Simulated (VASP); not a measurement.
The system is SnH5.

```
Sn H
1.0
     3.89094    0.00000    0.00000
    -1.94547    3.36965    0.00000
     0.00000    0.00000    5.28175
Sn H
1 5
Cartesian
  0.0000 0.0000 2.6409
  1.9455 1.1232 4.2042
  0.0000 0.0000 0.0000
  1.9455 1.1232 1.0775
  0.0000 2.2464 1.0775
  0.0000 2.2464 4.2042
```

* Program: VASP 6.6.1
* Task: relaxation of cell and atoms
* Functional: PBE
* Potentials or basis: VASP PAW PBE potentials, release 64 (Sn_d, H)
* Cutoff: 600 eV
* k mesh: 6 × 6 × 4
* Occupations: gaussian, width 0.1 eV
* Spin: no spin polarisation

At the start: pressure -12.2 GPa; volume 11.54 Å³/atom.

Q: How do energy, volume and symmetry change on relaxing?

A: Over 35 steps the energy falls by 968.9 meV/atom and the volume is 9.71 Å³/atom (-15.9 %); space group P6/mmm (No. 191, to 0.05 Å).

The path:
```
step  energy change (eV)  largest force (eV/Å)  pressure (GPa)  volume (Å³)
   1              0.0000                0.0752          -12.22        69.25
   2             -0.6540                0.0418          -11.28        60.79
   3             -1.7542                0.3613            6.66        39.54
   4             -1.7445                0.2170           -0.76        43.00
   5             -1.7684                0.2781            2.30        41.36
   6             -2.2976                0.7941           10.30        37.90
   7              6.8107                0.4833          164.52        26.45
   8             -2.3484                0.7996           13.81        37.03
   9             -2.4152                1.1673           20.19        35.74
  10             -2.7680                1.4922           21.13        36.16
  11             -2.8199                1.5170           22.46        36.32
  12             -3.3594                1.6559           15.71        38.62
  13             -4.7817                1.6363            7.18        46.08
  14              7.9811               60.6922           43.57        63.58
  15             -4.9571                1.3031            8.32        46.62
  16             -5.1987                1.3812           10.72        51.12
  17             -5.2213                0.2654            9.51        49.79
  18             -5.2247                0.5499            9.80        50.17
  19             -5.5066                1.0753            1.61        54.39
  20             -5.5055                1.6491           -1.50        56.56
  21             -5.5168                1.3893           -0.06        55.51
  22             -5.7368                0.7518           -0.65        58.66
  23             -5.7989                0.1362           -0.35        60.66
  24             -5.8005                0.3015           -0.24        61.59
  25             -5.8025                0.1204           -0.29        61.21
  26             -5.8057                0.1124           -0.94        61.41
  27             -5.8057                0.0880           -0.87        61.39
  28             -5.8084                0.0246           -0.72        61.08
  29             -5.8091                0.1318           -0.56        60.79
  30             -5.8107                0.0222           -0.65        60.37
  31             -5.8109                0.0451           -0.72        60.11
  32             -5.8124                0.0206           -0.45        59.53
  33             -5.8129                0.1103           -0.07        58.77
  34             -5.8136                0.0265           -0.06        58.09
  35             -5.8136                0.0040           -0.08        58.25
```

Final structure:
```
CELL_PARAMETERS angstrom
4.01804 0.00000 0.00000
-2.00902 3.47972 0.00000
0.00000 0.00000 4.16590
ATOMIC_POSITIONS crystal
Sn 0.00000 0.00000 0.50000
H 0.66667 0.33333 0.90797
H 0.00000 0.00000 0.00000
H 0.66667 0.33333 0.09203
H 0.33333 0.66667 0.09203
H 0.33333 0.66667 0.90797
```

Caveat: the volume moved by over 15 % at a fixed basis, so the end points are rough.
